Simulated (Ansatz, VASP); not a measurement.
# One calculation of FeO, two programs

INCAR

```
SYSTEM = FeO
ALGO     = Normal         ! electronic algorithm
EDIFF    = 1E-6           ! SCF threshold, eV
ENCUT    = 520            ! plane-wave cutoff, eV
GGA      = PE             ! functional
ISIF     = 2              ! what is computed and relaxed
ISMEAR   = -1             ! smearing method
ISPIN    = 2              ! spin polarisation
LASPH    = .True.         ! aspherical terms in the spheres
LCHARG   = .True.         ! write CHGCAR
LELF     = .True.         ! ELF
LMAXMIX  = 4              ! l up to which the mixer works
LORBIT   = 11             ! projections on sites
LREAL    = .False.        ! projectors in reciprocal space
LVHAR    = .True.       
LWAVE    = .False.        ! write WAVECAR
MAGMOM   = 3 0            ! initial moments
NBANDS   = 18             ! bands
NELM     = 150            ! most SCF steps
PREC     = Accurate       ! precision mode
SIGMA    = 0.05           ! smearing width, eV
```

KPOINTS

```
k-points
0
Gamma
  11 11 11
  0 0 0
```

The input POSCAR:

```
FeO
1.0
    0.0000000000      2.1696745882      2.1696745882
    2.1696745882      0.0000000000      2.1696745882
    2.1696745882      2.1696745882      0.0000000000
Fe O
1 1
Direct
    0.0000000000      0.0000000000      0.0000000000
    0.5000000000      0.5000000000      0.5000000000
```

Contents of input.yaml:

```yaml
crystal:
  lattice:
    - [0.0, 2.1696745882, 2.1696745882]
    - [2.1696745882, 0.0, 2.1696745882]
    - [2.1696745882, 2.1696745882, 0.0]
  atoms:
    - { symbol: Fe, position: [0.0, 0.0, 0.0], spin: 3.0 }
    - { symbol: O, position: [0.5, 0.5, 0.5] }
kpoints:
  mp_grid: { grid: [11, 11, 11] }
scf:
  occupations: { method: fermi_dirac, width: 0.05 }
hamiltonian:
  xc: pbe
  pseudopotentials: { kind: all_electron, lapw: { basis_error: 0.0005 } }
magnetization:
  spin_polarized: true
output:
  forces: true
  stress: true
  eigenvalues: true
```

Change from the starting cell: volume scaled by 1.02.

Alike in both runs: task single point; functional PBE; k mesh 11 × 11 × 11; occupations fermi-dirac, width 0.05 eV; collinear spin.

|  | VASP | Ansatz |
| --- | --- | --- |
| version | VASP 6.6.1 | Ansatz 0.2.0 |
| potentials or method | VASP PAW PBE potentials, release 64 (Fe, O), cutoff 520 eV | all-electron LAPW, scalar-relativistic |

VASP gave:

* gap on the k mesh at the Fermi level (eV): none
* pressure (GPa): -3.7
* net moment per atom (μB): 2.00
* size of the moment on the site where the two differ most (μB): 0.30

**Question.** What did Ansatz give for the same quantities?

**Answer.** gap on the k mesh at the Fermi level (eV): none; pressure (GPa): -3.8; net moment per atom (μB): 2.00; size of the moment on the site where the two differ most (μB): 0.32.

Site moments also hang on the region over which each program counts them. A gap of «none» marks a metal or a gap that the smearing closes. Ansatz ran all-electron here, and VASP with PAW potentials.
